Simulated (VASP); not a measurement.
Here is a VASP 6.6.1 calculation.

Contents of INCAR:

```
PREC = Accurate
ENCUT = 520
EDIFF = 1E-7
ISMEAR = -1
SIGMA = 0.02
LREAL = F
LASPH = T
NELM = 80
ALGO = Normal
ISIF = 2
LWAVE = F
LCHARG = F
NBANDS = 16
```

The input KPOINTS:

```
Automatic mesh
0
Gamma
  12 12 6
```

The input POSCAR:

```
BN
1.0
    2.5226864301      0.0000000000      0.0000000000
   -1.2613432150      2.1847105342      0.0000000000
    0.0000000000      0.0000000000      4.1743498424
B N
2 2
Direct
    0.6666666667      0.3333333333      0.0002972609
    0.3333333333      0.6666666667      0.5002972609
    0.6666666667      0.3333333333      0.3747027391
    0.3333333333      0.6666666667      0.8747027391
```

Potentials or basis: VASP PAW LDA potentials, release 64 (B, N).

Run with:

```bash
$ cat potpaw_LDA.64/B/POTCAR potpaw_LDA.64/N/POTCAR > POTCAR
$ mpirun -np 1 vasp_std > vasp.out
```

Q: What does it give for the largest force?

A: 0.003 eV/Å.

Q: What does it give for the pressure?

A: 1.2 GPa.

Q: Estimate the band gap on the k mesh.

A: 4.90 eV, indirect (least direct gap 8.28 eV).

Forces on the atoms (eV/Å):
```
B    0.000  0.000  0.003
B    0.000  0.000  0.003
N    0.000  0.000 -0.003
N    0.000  0.000 -0.003
```

A k mesh can miss the band edges. LDA gaps usually lie below the measured ones, often by a third to a half.
